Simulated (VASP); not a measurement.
# SiO2 (I-42d) in VASP: notebook

Runs on SiO2. Level: r2SCAN. Tasks: single point.

All numbers are computed with VASP 6.6.1; they aren't measurements. Logs are shortened: lines on timing, memory, paths and dates and some standing lists are left out, and cuts for length are marked.

## (1) The cell of the first run

Symmetry: I-42d, No. 122, tetragonal system. Conventional cell: a = 4.967 Å, b = 4.967 Å, c = 7.208 Å, α = 90.00°, β = 90.00°, γ = 90.00°. Within 2.1 Å of Si (site symmetry -4) lie 4 O at 1.61 Å. O (site symmetry 2) has 2 Si at 1.61 Å within 2.1 Å.

## (2) Single point, r2SCAN (uniaxial strain along c: -1.5 %)

The input, POSCAR:

```
SiO2
1.0
    4.9673401244      0.0000000000      0.0000000000
    0.0000000000      4.9673401244      0.0000000000
    0.0000000000      0.0000000000      7.2080852097
Si O
4 8
Direct
    0.0000000000      0.0000000000      0.0000000000
    0.0000000000      0.5000000000      0.2500000000
    0.5000000000      0.5000000000      0.5000000000
    0.5000000000      0.0000000000      0.7500000000
    0.0974564812      0.2500000000      0.1250000000
    0.2500000000      0.5974564812      0.3750000000
    0.7500000000      0.4025435188      0.3750000000
    0.9025435188      0.7500000000      0.1250000000
    0.5974564812      0.7500000000      0.6250000000
    0.7500000000      0.0974564812      0.8750000000
    0.2500000000      0.9025435188      0.8750000000
    0.4025435188      0.2500000000      0.6250000000
```

The input, INCAR.step1:

```
SYSTEM = SiO2
PREC     = Accurate       ! precision mode
ENCUT    = 520            ! plane-wave cutoff, eV
ISMEAR   = 0              ! smearing method
SIGMA    = 0.02           ! smearing width, eV
LREAL    = .False.        ! projectors in reciprocal space
LASPH    = .True.         ! aspherical terms in the spheres
NELM     = 80             ! most SCF steps
NBANDS   = 44             ! bands
GGA      = PE             ! functional
ALGO     = Normal         ! electronic algorithm
EDIFF    = 1E-4           ! SCF threshold, eV
LWAVE    = .True.         ! write WAVECAR
LCHARG   = .False.        ! write CHGCAR
```

The input, INCAR.step2:

```
SYSTEM = SiO2
PREC     = Accurate       ! precision mode
ENCUT    = 520            ! plane-wave cutoff, eV
EDIFF    = 1E-6           ! SCF threshold, eV
ISMEAR   = 0              ! smearing method
SIGMA    = 0.02           ! smearing width, eV
LREAL    = .False.        ! projectors in reciprocal space
LASPH    = .True.         ! aspherical terms in the spheres
NELM     = 80             ! most SCF steps
ALGO     = Normal         ! electronic algorithm
ISIF     = 2              ! what is computed and relaxed
LWAVE    = .False.        ! write WAVECAR
LCHARG   = .True.         ! write CHGCAR
METAGGA  = R2SCAN         ! meta-GGA
LMIXTAU  = .True.       
LELF     = .True.         ! ELF
LVHAR    = .True.       
NBANDS   = 44             ! bands
ISTART   = 1
```

The input, KPOINTS:

```
regular mesh
0
Gamma
  6 6 4
  0 0 0
```

Potentials or basis: VASP PAW PBE potentials, release 64 (Si, O).

The run is started by

```console
cat potpaw_PBE.64/Si/POTCAR potpaw_PBE.64/O/POTCAR > POTCAR
cp INCAR.step1 INCAR
mpirun -np 1 vasp_std > vasp.out
cp INCAR.step2 INCAR
mpirun -np 1 vasp_std > vasp.out
```

OUTCAR:

```text
SYSTEM = SiO2
   PREC = Accurate
   ENCUT = 520
   EDIFF = 1E-6
   ISMEAR = 0
   LREAL = .False.
   LASPH = .True.
   NELM = 80
   ISIF = 2
   METAGGA = R2SCAN
   ISTART = 1

 ion  position               nearest neighbor table
   1  0.000  0.000  0.000-   5 1.61   8 1.61  10 1.61  11 1.61   2 3.07   4 3.07   2 3.07   4 3.07

   2  0.000  0.500  0.250-   5 1.61   6 1.61   7 1.61   8 1.61   1 3.07   3 3.07   1 3.07   3 3.07

   3  0.500  0.500  0.500-   6 1.61   7 1.61   9 1.61  12 1.61   2 3.07   4 3.07   4 3.07   2 3.07

   4  0.500  0.000  0.750-   9 1.61  10 1.61  11 1.61  12 1.61   1 3.07   3 3.07   3 3.07   1 3.07

   5  0.097  0.250  0.125-   1 1.61   2 1.61
   6  0.250  0.597  0.375-   2 1.61   3 1.61
   7  0.750  0.403  0.375-   2 1.61   3 1.61
   8  0.903  0.750  0.125-   1 1.61   2 1.61
   9  0.597  0.750  0.625-   3 1.61   4 1.61
  10  0.750  0.097  0.875-   1 1.61   4 1.61
  11  0.250  0.903  0.875-   1 1.61   4 1.61
  12  0.403  0.250  0.625-   3 1.61   4 1.61

  LATTYP: Found a simple tetragonal cell.
 ALAT       =     4.9673401244
 C/A-ratio  =     1.4510955620

  Lattice vectors:

 A1 = (   4.9673401244,   0.0000000000,   0.0000000000)
 A2 = (   0.0000000000,   4.9673401244,   0.0000000000)
 A3 = (   0.0000000000,   0.0000000000,   7.2080852097)

Analysis of symmetry for initial positions (statically):
=====================================================================
 Subroutine PRICEL returns following result:

  LATTYP: Found a body centered tetragonal cell.
 ALAT       =     4.9673401244
 C/A-ratio  =     1.4510955620

  Lattice vectors:

 A1 = (   2.4836700622,  -2.4836700622,  -3.6040426049)
 A2 = (  -2.4836700622,   2.4836700622,  -3.6040426048)
 A3 = (   2.4836700622,   2.4836700622,   3.6040426048)

   2 primitive cells build up your supercell.

 Routine SETGRP: Setting up the symmetry group for a
 simple tetragonal supercell.

 Subroutine GETGRP returns: Found  8 space group operations
 (whereof  4 operations were pure point group operations)
 out of a pool of 16 trial point group operations.

The static configuration has the point symmetry S_4 .
 The point group associated with its full space group is D_2d.

[... 131 lines left out ...]
   NELM   =     80;   NELMIN=  2; NELMDL=  0     # of ELM steps
   EDIFF  = 0.1E-05   stopping-criterion for ELM
   LREAL  =      F    real-space projection
   EDIFFG = 0.1E-04   stopping-criterion for IOM
   NSW    =      0    number of steps for IOM
   IBRION =     -1    ionic relax: 0-MD 1-quasi-New 2-CG
   NFREE  =      0    steps in history (QN), initial steepest desc. (CG)
   ISIF   =      2    stress and relaxation
   ISYM   =      2    0-nonsym 1-usesym 2-fastsym
   POTIM  = 0.5000    time-step for ionic-motion
   TEBEG  =    0.0;   TEEND  =   0.0 temperature during run
   PSTRESS=    0.0 pullay stress
   NELECT =      64.0000    total number of electrons
   NUPDOWN=      -1.0000    fix difference up-down
   EMIN   =  10.00;   EMAX   =-10.00  energy-range for DOS
   EFERMI =   0.00;   METHOD = LEGACY
   ISMEAR =     0;   SIGMA  =   0.02  broadening in eV -4-tet -1-fermi 0-gaus
   EFERMI_NEDOS =   21; number of points for ismear=-14 and -15
   IALGO  =     38    algorithm
   IMIX   =      4    mixing-type and parameters
     AMIX     =   0.40;   BMIX     =  1.00
     AMIX_MAG =   1.60;   BMIX_MAG =  1.00
  volume/ion in A,a.u.               =      14.82       100.02
  Fermi-wavevector in a.u.,A,eV,Ry     =   1.164427  2.200448 18.448005  1.355890
  Thomas-Fermi vector in A             =   2.300965
   LORBIT       =      0    0 simple, 1 ext, 2 COOP (PROOUT), +10 PAW based schemes
   METAGGA = R2SCAN    functional components
   LHFCALC =     F    Hartree Fock is set to
   AEXX    =    0.0000 exact exchange contribution
   IVDW    =     0    specifies the selected vdW correction
   LEPSILON=     F    determine dielectric tensor
   LRPA    =     F    only Hartree local field effects (RPA)
 non-spin polarized calculation
 Gauss-broadening in eV      SIGMA  =   0.02
  energy-cutoff  :      520.00
  volume of cell :      177.86
 maximum number of plane-waves:      4810
 NGX is ok and might be reduce to    40
   NGX = 19   NGY = 19   NGZ = 27

 number of electron      64.0000023 magnetization

 Free energy of the ion-electron system (eV)
  ---------------------------------------------------
  ext. energy  EPLUGINS =         0.00000000
  ---------------------------------------------------
  free energy    TOTEN  =      -119.16139649 eV

  energy without entropy =     -119.16139649  energy(sigma->0) =     -119.16139649

 E-fermi :  -0.6827     XC(G=0):  -8.6342

 val. band max:       -0.8301258899   @ k =   0.0000   0.0000   0.0000
 cond. band min:       5.7647270818   @ k =   0.0000   0.0000   0.0000
 fundamental gap:      6.5948529717
 Fermi energy:        -0.6827440360

 k-point     1 :       0.0000    0.0000    0.0000
  band No.  band energies     occupation
      1     -21.0628      2.00000
      2     -20.1221      2.00000
      3     -20.1221      2.00000
      4     -19.0446      2.00000
      5     -19.0446      2.00000
      6     -19.0099      2.00000
[... 1117 lines left out ...]
     43      11.8116      0.00000
     44      11.8116      0.00000

 [... further k-points ...]
[... 5 lines left out ...]
  --------------------------------------------------------------------------------------
  -------------------------------------------------------------------------------------
  Total        1.2418971      1.2418971      2.3558477      0.0000000      0.0000000     -0.0000000
  in kB       11.1873829     11.1873829     21.2221848      0.0000000      0.0000000     -0.0000000
  external PRESSURE =      14.5323168 kB  Pullay stress =       0.0000000 kB

 VOLUME and BASIS-vectors are now :
 -----------------------------------------------------------------------------
  energy-cutoff  :      520.00
  volume of cell :      177.86
      direct lattice vectors                 reciprocal lattice vectors
     4.967340124  0.000000000  0.000000000     0.201314984  0.000000000  0.000000000
     0.000000000  4.967340124  0.000000000     0.000000000  0.201314984  0.000000000
     0.000000000  0.000000000  7.208085210     0.000000000  0.000000000  0.138733099

 POSITION                                       TOTAL-FORCE (eV/Angst)
 -----------------------------------------------------------------------------------
      0.00000      0.00000      0.00000        -0.000000     -0.000000     -0.000000
      0.00000      2.48367      1.80202        -0.000000     -0.000000     -0.000000
      2.48367      2.48367      3.60404        -0.000000     -0.000000     -0.000000
      2.48367      0.00000      5.40606        -0.000000     -0.000000     -0.000000
      0.48410      1.24184      0.90101         0.070328     -0.000000      0.000000
      1.24184      2.96777      2.70303        -0.000000      0.070328      0.000000
      3.72551      1.99957      2.70303        -0.000000     -0.070328      0.000000
      4.48324      3.72551      0.90101        -0.070328      0.000000     -0.000000
      2.96777      3.72551      4.50505         0.070328     -0.000000      0.000000
      3.72551      0.48410      6.30707        -0.000000      0.070328      0.000000
      1.24184      4.48324      6.30707        -0.000000     -0.070328      0.000000
      1.99957      1.24184      4.50505        -0.070328      0.000000     -0.000000
 -----------------------------------------------------------------------------------
    total drift:                                0.000000      0.000000      0.000000

  FREE ENERGIE OF THE ION-ELECTRON SYSTEM (eV)
  ---------------------------------------------------
  free  energy   TOTEN  =      -119.1613964852 eV

  energy  without entropy=     -119.1613964852  energy(sigma->0) =     -119.16139649
```

OUTCAR.step1:

```text
SYSTEM = SiO2
   PREC = Accurate
   ENCUT = 520
   ISMEAR = 0
   LREAL = .False.
   LASPH = .True.
   NELM = 80
[... 1405 lines left out ...]
      3.72551      0.48410      6.30707         0.000000      0.331922     -0.000000
      1.24184      4.48324      6.30707         0.000000     -0.331922     -0.000000
      1.99957      1.24184      4.50505        -0.331922      0.000000      0.000000
 -----------------------------------------------------------------------------------
    total drift:                                0.000000      0.000000      0.000000

  FREE ENERGIE OF THE ION-ELECTRON SYSTEM (eV)
  ---------------------------------------------------
  free  energy   TOTEN  =       -94.8514276074 eV

  energy  without entropy=      -94.8514276074  energy(sigma->0) =      -94.85142761
```

OSZICAR.step1:

```text
N       E                     dE             d eps       ncg     rms          rms(c)
DAV:   1     0.413853300300E+03    0.41385E+03   -0.32581E+04  2640   0.131E+03
DAV:   2    -0.753340900486E+02   -0.48919E+03   -0.47299E+03  3372   0.312E+02
DAV:   3    -0.107538291935E+03   -0.32204E+02   -0.32057E+02  3256   0.852E+01
DAV:   4    -0.107962520939E+03   -0.42423E+00   -0.42349E+00  3344   0.108E+01
DAV:   5    -0.107970263389E+03   -0.77424E-02   -0.77371E-02  3220   0.142E+00    0.298E+01
DAV:   6    -0.948642783909E+02    0.13106E+02   -0.49891E+01  3068   0.326E+01    0.141E+01
DAV:   7    -0.948561764862E+02    0.81019E-02   -0.14663E+00  3160   0.501E+00    0.513E+00
DAV:   8    -0.948388630258E+02    0.17313E-01   -0.79940E-02  3244   0.170E+00    0.199E+00
DAV:   9    -0.948486332559E+02   -0.97702E-02   -0.43986E-02  2976   0.120E+00    0.358E-01
DAV:  10    -0.948514470752E+02   -0.28138E-02   -0.43097E-03  2868   0.314E-01    0.113E-01
DAV:  11    -0.948514122776E+02    0.34798E-04   -0.11007E-03  3248   0.172E-01    0.179E-02
DAV:  12    -0.948514276074E+02   -0.15330E-04   -0.28323E-05  1980   0.298E-02
   1 F= -.94851428E+02 E0= -.94851428E+02  d E =-.328476E-16
```

It took 19 min on 1 thread of Oxide Virtual Turin-like, shared host; peak memory 0.37 GiB.

What came out:

* Free energy: -119.1614 eV
* Pressure: 1.5 GPa
* Largest force: 0.070 eV/Å
* Band gap on the k mesh: 6.59 eV

Forces in eV/Å, atoms in the order of the input:
```
Si   0.000  0.000  0.000
Si   0.000  0.000  0.000
Si   0.000  0.000  0.000
Si   0.000  0.000  0.000
O    0.070  0.000  0.000
O    0.000  0.070  0.000
O    0.000 -0.070  0.000
O   -0.070  0.000  0.000
O    0.070  0.000  0.000
O    0.000  0.070  0.000
O    0.000 -0.070  0.000
O   -0.070  0.000  0.000
```

Levels at points of the mesh, in eV from the valence-band top:
| k point | band 30 | band 31 | band 32 | band 33 | band 34 | band 35 |
| --- | --- | --- | --- | --- | --- | --- |
| (0.00, 0.00, 0.00) | -0.35 | 0.00 | 0.00 | 6.59 | 9.70 | 9.70 |
| (0.50, 0.00, 0.00) | -0.65 | -0.18 | -0.18 | 8.68 | 8.68 | 10.42 |
| (0.50, 0.50, 0.00) | -0.33 | -0.33 | -0.33 | 9.89 | 9.89 | 9.89 |
| (0.00, 0.00, 0.50) | -0.20 | -0.20 | -0.20 | 7.74 | 7.74 | 10.01 |
| (0.50, 0.00, 0.50) | -0.48 | -0.14 | -0.14 | 9.13 | 9.13 | 9.63 |
| (0.50, 0.50, 0.50) | -0.44 | -0.44 | -0.44 | 10.25 | 10.25 | 10.25 |

Caveat: the cell differs from its parent crystal (uniaxial strain along c: -1.5 %); the PAW data sets were made with another functional, which shifts forces and pressure a little.

## (3) Single point, r2SCAN (uniaxial strain along c: -1.5 %, then relaxed in part)

The input, POSCAR:

```
SiO2
1.0
    4.9797154221      0.0000000000      0.0000000000
    0.0000000000      4.9797154221      0.0000000000
    0.0000000000      0.0000000000      7.2080852097
Si O
4 8
Direct
    0.0000000000      0.0000000000      0.0000000000
    0.0000000000      0.5000000000      0.2500000000
    0.5000000000      0.5000000000      0.5000000000
    0.5000000000      0.0000000000      0.7500000000
    0.0974792364      0.2500000000      0.1250000000
    0.2500000000      0.5974792364      0.3750000000
    0.7500000000      0.4025207636      0.3750000000
    0.9025207636      0.7500000000      0.1250000000
    0.5974792364      0.7500000000      0.6250000000
    0.7500000000      0.0974792364      0.8750000000
    0.2500000000      0.9025207636      0.8750000000
    0.4025207636      0.2500000000      0.6250000000
```

The input, INCAR.step1:

```
  PREC = Accurate
  ENCUT = 520
  ISMEAR = 0
  SIGMA = 0.02
  LREAL = False
  LASPH = True
  NELM = 80
  NBANDS = 44
  GGA = PE
  ALGO = Normal
  EDIFF = 1E-4
  LWAVE = True
  LCHARG = False
```

The input, INCAR.step2:

```
  PREC = Accurate
  ENCUT = 520
  EDIFF = 1E-6
  ISMEAR = 0
  SIGMA = 0.02
  LREAL = False
  LASPH = True
  NELM = 80
  ALGO = Normal
  ISIF = 2
  LWAVE = False
  LCHARG = False
  METAGGA = R2SCAN
  LMIXTAU = True
  NBANDS = 44
  ISTART = 1
```

The input, KPOINTS:

```
regular mesh
0
Gamma
  6 6 4
```

Potentials or basis: VASP PAW PBE potentials, release 64 (Si, O).

The run is started by

```console
cat potpaw_PBE.64/Si/POTCAR potpaw_PBE.64/O/POTCAR > POTCAR
cp INCAR.step1 INCAR
mpirun -np 1 vasp_std > vasp.out
cp INCAR.step2 INCAR
mpirun -np 1 vasp_std > vasp.out
```

It took 11 min on 1 thread of Oxide Virtual Turin-like, shared host; peak memory 0.37 GiB.

The run converged. Its results:

```yaml
Free_energy: -119.1662 eV
Pressure: 0.6 GPa
Largest_force: 0.009 eV/Å
Band_gap_on_the_k_mesh: 6.57 eV
```

Forces in eV/Å, atoms in the order of the input:
```
Si   0.000  0.000  0.000
Si   0.000  0.000  0.000
Si   0.000  0.000  0.000
Si   0.000  0.000  0.000
O    0.009  0.000  0.000
O    0.000  0.009  0.000
O    0.000 -0.009  0.000
O   -0.009  0.000  0.000
O    0.009  0.000  0.000
O    0.000  0.009  0.000
O    0.000 -0.009  0.000
O   -0.009  0.000  0.000
```

Stress tensor (GPa, compression positive):
```
0.18 0.00 0.00
0.00 0.18 0.00
0.00 0.00 1.35
```

Levels at points of the mesh, in eV from the valence-band top:
```csv
k point,band 30,band 31,band 32,band 33,band 34,band 35
"(0.00, 0.00, 0.00)",-0.35,0.00,0.00,6.57,9.68,9.68
"(0.50, 0.00, 0.00)",-0.65,-0.18,-0.18,8.65,8.65,10.37
"(0.50, 0.50, 0.00)",-0.32,-0.32,-0.32,9.87,9.87,9.87
"(0.00, 0.00, 0.50)",-0.21,-0.21,-0.21,7.72,7.72,9.99
"(0.50, 0.00, 0.50)",-0.48,-0.15,-0.15,9.09,9.09,9.62
"(0.50, 0.50, 0.50)",-0.44,-0.44,-0.44,10.24,10.24,10.24
```

Caveat: the cell differs from its parent crystal (uniaxial strain along c: -1.5 %, then relaxed in part); the PAW data sets were made with another functional, which shifts forces and pressure a little. A k mesh can miss the band edges.
